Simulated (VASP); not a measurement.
A run of VASP 6.6.1:

File INCAR:

```
PREC = Accurate
ENCUT = 520
EDIFF = 1E-8
ISMEAR = 0
SIGMA = 0.01
LREAL = False
LASPH = True
NELM = 80
ALGO = Normal
ISIF = 2
LWAVE = False
LCHARG = True
GGA = PS
IBRION = 8
NSW = 1
LEPSILON = True
```

File KPOINTS:

```
Automatic mesh
0
Gamma
  8 8 8
```

The input POSCAR:

```
NaF
1.0
    2.8169868063      0.0000000000      0.0000000000
    0.0000000000      2.8169868063      0.0000000000
    0.0000000000      0.0000000000      2.8169868063
Na F
1 1
Direct
    0.0000000000      0.0000000000      0.0000000000
    0.5000000000      0.5000000000      0.5000000000
```

Potentials or basis: VASP PAW PBE potentials, release 64 (Na_pv, F).

Command:

```console
$ cat potpaw_PBE.64/Na_pv/POTCAR potpaw_PBE.64/F/POTCAR > POTCAR
$ mpirun -np 1 vasp_std > vasp.out
```

Hardware: 1 thread of Intel Xeon 8259CL, on a shared host.

Task: Estimate the wall time of this run.

Result: Run time: 2.6 min on 1 thread of Intel Xeon 8259CL, with other jobs on the host, peak memory 0.18 GiB. Counts: scf iterations 123, k points 35.
